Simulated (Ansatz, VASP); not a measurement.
One calculation of Al, two programs

INCAR

```
  PREC = Accurate
  ENCUT = 520
  EDIFF = 1E-7
  ISMEAR = 0
  SIGMA = 0.15
  LREAL = False
  LASPH = True
  NELM = 80
  ALGO = Normal
  ISIF = 2
  LWAVE = False
  LCHARG = False
  GGA = PE
  IVDW = 12
  NBANDS = 14
```

KPOINTS

```
Automatic mesh
0
Gamma
  18 18 6
```

Contents of POSCAR:

```
Al
1.0
    2.7769345601      0.0000000000      0.0000000000
   -1.3884672801      2.4048958737      0.0000000000
    0.0000000000      0.0000000000      9.3024530830
Al
4
Direct
    0.0000000000      0.0000000000      0.0000000000
    0.3333333333      0.6666666667      0.2500000000
    0.0000000000      0.0000000000      0.5000000000
    0.6666666667      0.3333333333      0.7500000000
```

Input for Ansatz:

```yaml
crystal:
  lattice:
    - [2.7769345601, 0.0, 0.0]
    - [-1.3884672801, 2.4048958737, 0.0]
    - [0.0, 0.0, 9.302453083]
  atoms:
    - { symbol: Al, position: [0.0, 0.0, 0.0] }
    - { symbol: Al, position: [0.3333333333, 0.6666666667, 0.25] }
    - { symbol: Al, position: [0.0, 0.0, 0.5] }
    - { symbol: Al, position: [0.6666666667, 0.3333333333, 0.75] }
basis:
  ecutwfc: 420
kpoints:
  mp_grid: { grid: [18, 18, 6] }
hamiltonian:
  xc: pbe
  pseudopotentials: { kind: paw, azcp: { folder: soft_1 } }
  dispersion: d3bj
scf:
  occupations: { method: gaussian, width: 0.15 }
output:
  forces: true
  stress: true
  eigenvalues: true
```

Alike in both runs: task single point; functional PBE; dispersion D3(BJ); k mesh 18 × 18 × 6; occupations gaussian, width 0.15 eV; no spin polarisation.

|  | VASP | Ansatz |
| --- | --- | --- |
| version | VASP 6.6.1 | Ansatz 0.2.0 |
| potentials or method | VASP PAW PBE potentials, release 64 (Al), cutoff 520 eV | scalar-relativistic, plane waves, PAW |
| valence electrons in the cell | 12 | 12 |

|  | VASP | Ansatz | Ansatz less VASP |
| --- | --- | --- | --- |
| gap on the k mesh at the Fermi level (eV) | none | none | - |
| pressure (GPa) | 1.9 | 1.9 | 0.00 |
| traceless stress, the component that is largest in VASP (GPa) | -1.75 | -1.75 | 0.000 |

A gap of «none» marks a metal or a gap that the smearing closes.
